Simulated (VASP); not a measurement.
A run of VASP 6.6.1 is set up as follows.

INCAR

```
SYSTEM = SnO2
PREC = Accurate
ENCUT = 520
EDIFF = 1E-6
ISMEAR = 0
SIGMA = 0.05
LREAL = .False.
LASPH = .True.
NELM = 80
ALGO = Normal
ISIF = 2
LWAVE = .False.
LCHARG = .False.
GGA = PE
NBANDS = 64
```

KPOINTS

```
regular mesh
0
Gamma
  6 6 6
  0 0 0
```

POSCAR

```
SnO2
1.0
    4.8224260335      0.0000000000      0.0000000000
    0.0000000000      5.7465568177      0.0000000000
    0.0000000000      0.0000000000      5.3410195083
Sn O
4 8
Direct
    0.5000000000      0.6651654903      0.7500000000
    0.0000000000      0.8348345097      0.2500000000
    0.5000000000      0.3348345097      0.2500000000
    0.0000000000      0.1651654903      0.7500000000
    0.7301204269      0.6070551965      0.0781681516
    0.2301204269      0.8929448035      0.9218318484
    0.7698795731      0.8929448035      0.5781681516
    0.2698795731      0.6070551965      0.4218318484
    0.7301204269      0.3929448035      0.5781681516
    0.2301204269      0.1070551965      0.4218318484
    0.7698795731      0.1070551965      0.0781681516
    0.2698795731      0.3929448035      0.9218318484
```

Potentials or basis: VASP PAW PBE potentials, release 64 (Sn_d, O).

Command:

```console
$ cat potpaw_PBE.64/Sn_d/POTCAR potpaw_PBE.64/O/POTCAR > POTCAR
$ mpirun -np 1 vasp_std > vasp.out
```

Question: Estimate the largest force.

Answer: 0.065 eV/Å.

Question: Estimate the pressure.

Answer: 0.5 GPa.

Question: Estimate the band gap on the k mesh.

Answer: 0.94 eV (least direct gap 0.96 eV).

Forces on the atoms (eV/Å):
```
Sn   0.000  0.035  0.000
Sn   0.000 -0.035  0.000
Sn   0.000 -0.035  0.000
Sn   0.000  0.035  0.000
O   -0.045 -0.019 -0.043
O   -0.045  0.019  0.043
O    0.045  0.019 -0.043
O    0.045 -0.019  0.043
O   -0.045  0.019 -0.043
O   -0.045 -0.019  0.043
O    0.045 -0.019 -0.043
O    0.045  0.019  0.043
```

Caveat: spin-orbit coupling is left out, which moves the levels of the heavy elements. A k mesh can miss the band edges.
